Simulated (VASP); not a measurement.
# Ag: relaxation of the atoms with PBE

The system is Ag, a slab with vacuum.

```
Ag
1.0
     5.86501    0.00000    0.00000
     0.00000    5.86501    0.00000
     0.00000    0.00000   22.22079
Ag
16
Direct
  0.25000 0.25000 0.36002
  0.25000 0.75000 0.36002
  0.75000 0.25000 0.36002
  0.75000 0.75000 0.36002
  0.50000 0.50000 0.45334
  0.50000 0.00000 0.45334
  0.00000 0.50000 0.45334
  0.00000 0.00000 0.45334
  0.75000 0.75000 0.54666
  0.75000 0.25000 0.54666
  0.25000 0.75000 0.54666
  0.25000 0.25000 0.54666
  0.00000 0.00000 0.63998
  0.00000 0.50000 0.63998
  0.50000 0.00000 0.63998
  0.50000 0.50000 0.63998
```

```yaml
Program: VASP 6.6.1
Task: relaxation of the atoms
Functional: PBE
Potentials_or_basis: VASP PAW PBE potentials, release 64 (Ag)
Cutoff: 520 eV
k_mesh: 3 × 3 × 1
Occupations: gaussian, width 0.1 eV
Spin: no spin polarisation
Dipole_correction: yes
Atoms_held_fixed_from_0: "[0, 1, 2, 3, 4, 5, 6, 7]"
Further_INCAR_settings: LREAL = Auto; ALGO = Normal; EDIFF = 1e-06; IBRION = 2; EDIFFG = -0.03; NSW = 90
```

```yaml
Energy_gained_by_relaxing: 0.9 meV/atom
Ionic_steps: 6
Band_gap_on_the_k_mesh: zero (bands 88 and 89 overlap by 0.05 eV)
```

Step by step:
```tsv
step	energy change (eV)	largest force on free atoms (eV/Å)	pressure (GPa)
1	0.0000	0.1456	-0.79
2	-0.0057	0.1129	-0.76
3	-0.0112	0.0546	-0.72
4	-0.0117	0.0367	-0.69
5	-0.0123	0.0360	-0.68
6	-0.0140	0.0293	-0.65
```

Final structure:
```yaml
crystal:
  lattice:
    - [5.86501, 0.00000, 0.00000]
    - [0.00000, 5.86501, 0.00000]
    - [0.00000, 0.00000, 22.22079]
  atoms:
    - { symbol: Ag, position: [0.25000, 0.25000, 0.36002] }
    - { symbol: Ag, position: [0.25000, 0.75000, 0.36002] }
    - { symbol: Ag, position: [0.75000, 0.25000, 0.36002] }
    - { symbol: Ag, position: [0.75000, 0.75000, 0.36002] }
    - { symbol: Ag, position: [0.50000, 0.50000, 0.45334] }
    - { symbol: Ag, position: [0.50000, 0.00000, 0.45334] }
    - { symbol: Ag, position: [0.00000, 0.50000, 0.45334] }
    - { symbol: Ag, position: [0.00000, 0.00000, 0.45334] }
    - { symbol: Ag, position: [0.75000, 0.75000, 0.54714] }
    - { symbol: Ag, position: [0.75000, 0.25000, 0.54714] }
    - { symbol: Ag, position: [0.25000, 0.75000, 0.54714] }
    - { symbol: Ag, position: [0.25000, 0.25000, 0.54714] }
    - { symbol: Ag, position: [0.00000, 0.00000, 0.63838] }
    - { symbol: Ag, position: [0.00000, 0.50000, 0.63838] }
    - { symbol: Ag, position: [0.50000, 0.00000, 0.63838] }
    - { symbol: Ag, position: [0.50000, 0.50000, 0.63838] }
```

Levels at points of the mesh, in eV from the Fermi level:
```
           k point  band 85  band 86  band 87  band 88  band 89  band 90  band 91  band 92
(0.00, 0.00, 0.00)    -0.57    -0.56    -0.56    -0.26     0.05     0.05     0.06     0.06
```

Wall time 2.9 min on 1 × NVIDIA H100 80GB with 1 thread of AMD EPYC 7R13 Processor (Zen 3), with other jobs on the host, peak memory 1.7 GiB.
